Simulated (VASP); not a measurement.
Wanted: the native input for a VASP 6.6.1 run.

```
Task                   : single point
Functional             : r2SCAN
Potentials or basis    : VASP PAW PBE potentials, release 64 (Hg)
Cutoff                 : 550 eV
k mesh                 : 13 × 13 × 13
Occupations            : fermi-dirac, width 0.1 eV
Spin                   : no spin polarisation
Dipole correction      : no
Further INCAR settings : ALGO = Normal; EDIFF = 1e-06; NBANDS = 12
```

Crystal: Hg.

```xyz
1
Lattice="-1.9063 1.9063 1.9063 1.9063 -1.9063 1.9063 1.9063 1.9063 -1.9063" Properties=species:S:1:pos:R:3 pbc="T T T"
Hg    0.0000    0.0000    0.0000
```

These files were run (other wordings do the same):

POSCAR

```
Hg
1.0
   -1.9063300527      1.9063300527      1.9063300527
    1.9063300527     -1.9063300527      1.9063300527
    1.9063300527      1.9063300527     -1.9063300527
Hg
1
Direct
    0.0000000000      0.0000000000      0.0000000000
```

INCAR.step1

```
SYSTEM = Hg
  ALGO = Normal
  EDIFF = 1E-5
  ENCUT = 550
  GGA = PE
  GGA_COMPAT = .False.
  ISMEAR = -1
  LASPH = .True.
  LCHARG = .False.
  LREAL = .False.
  LWAVE = .True.
  NBANDS = 12
  NELM = 120
  PREC = Accurate
  SIGMA = 0.1
```

INCAR.step2

```
SYSTEM = Hg
  ALGO = Normal
  EDIFF = 1E-6
  ENCUT = 550
  GGA_COMPAT = .False.
  ISIF = 2
  ISMEAR = -1
  ISTART = 1
  LASPH = .True.
  LCHARG = .False.
  LMIXTAU = .True.
  LREAL = .False.
  LWAVE = .False.
  METAGGA = R2SCAN
  NBANDS = 12
  NELM = 120
  PREC = Accurate
  SIGMA = 0.1
```

KPOINTS

```
k-points
0
Gamma
  13 13 13
  0 0 0
```

Potentials or basis: VASP PAW PBE potentials, release 64 (Hg).

Launch:

```bash
$ cat potpaw_PBE.64/Hg/POTCAR > POTCAR
$ cp INCAR.step1 INCAR
$ mpirun -np 1 vasp_std > vasp.out
$ cp INCAR.step2 INCAR
$ mpirun -np 1 vasp_std > vasp.out
```

It gave:

| Item | Value |
| --- | --- |
| Pressure | -0.5 GPa |
| Band gap on the k mesh | zero (bands 6 and 7 overlap by 1.97 eV) |

Caveat: the PAW data sets were made with another functional, which shifts forces and pressure a little; spin-orbit coupling is left out, which moves the levels of the heavy elements.

Run time: 110 s on 1 thread of Intel(R) Xeon(R) 6975P-C (Granite Rapids) (shared host), peak memory 0.18 GiB.
